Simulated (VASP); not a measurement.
Set up this calculation in VASP 6.6.1, as the native input.

- Task: relaxation of cell and atoms
- Functional: PBE
- Potentials or basis: VASP PAW PBE potentials, release 64 (Ta_pv, N)
- Cutoff: 600 eV
- k mesh: 15 × 15 × 15
- Occupations: fermi-dirac, width 0.05 eV
- Spin: no spin polarisation
- Target pressure: 140 GPa
- Dipole correction: no
- Further INCAR settings: ALGO = Normal; EDIFF = 1e-07; IBRION = 2; EDIFFG = -0.005; NSW = 32; ISIF = 3

The structure of TaN (CsCl type) lies in POSCAR:

```
TaN
1.0
    2.5246609284      0.0000000000      0.0000000000
    0.0000000000      2.5246609284      0.0000000000
    0.0000000000      0.0000000000      2.5246609284
Ta N
1 1
Direct
    0.0000000000      0.0000000000      0.0000000000
    0.5000000000      0.5000000000      0.5000000000
```

These files were run (other wordings do the same):

INCAR

```
  PREC = Accurate
  ENCUT = 600
  EDIFF = 1E-7
  ISMEAR = -1
  SIGMA = 0.05
  LREAL = False
  LASPH = True
  NELM = 100
  ALGO = Normal
  ISIF = 3
  LWAVE = False
  LCHARG = False
  GGA = PE
  IBRION = 2
  NSW = 32
  EDIFFG = -0.005
  PSTRESS = 1400.0
```

KPOINTS

```
regular mesh
0
Gamma
  15 15 15
```

Potentials or basis: VASP PAW PBE potentials, release 64 (Ta_pv, N).

Run with:

```sh
$ cat potpaw_PBE.64/Ta_pv/POTCAR potpaw_PBE.64/N/POTCAR > POTCAR
$ mpirun -np 1 vasp_std > vasp.out
```

It gave:

```yaml
Relaxed_volume: 8.08 Å³/atom
Relaxed_cell: a = 2.528 Å, b = 2.528 Å, c = 2.528 Å, α = 90.00°, β = 90.00°, γ = 90.00°
Space_group_after_relaxing_to_0.05_Å: Pm-3m (No. 221)
Energy_change_on_relaxing_the_enthalpy_is_what_falls: -25.7 meV/atom
Ionic_steps: 3
Pressure_after_relaxing: 140.0 GPa
Band_gap_on_the_k_mesh: zero (band 8 reaches 20.21 eV, above the bottom of band 9 at 9.27 eV)
```

Caveat: the cell is relaxed towards a set pressure, so the enthalpy falls and the energy may rise; spin-orbit coupling is left out, which moves the levels of the heavy elements.

It took 18 s on 1 thread of Intel(R) Xeon(R) 6975P-C (Granite Rapids), on a shared host, peak memory 0.15 GiB.
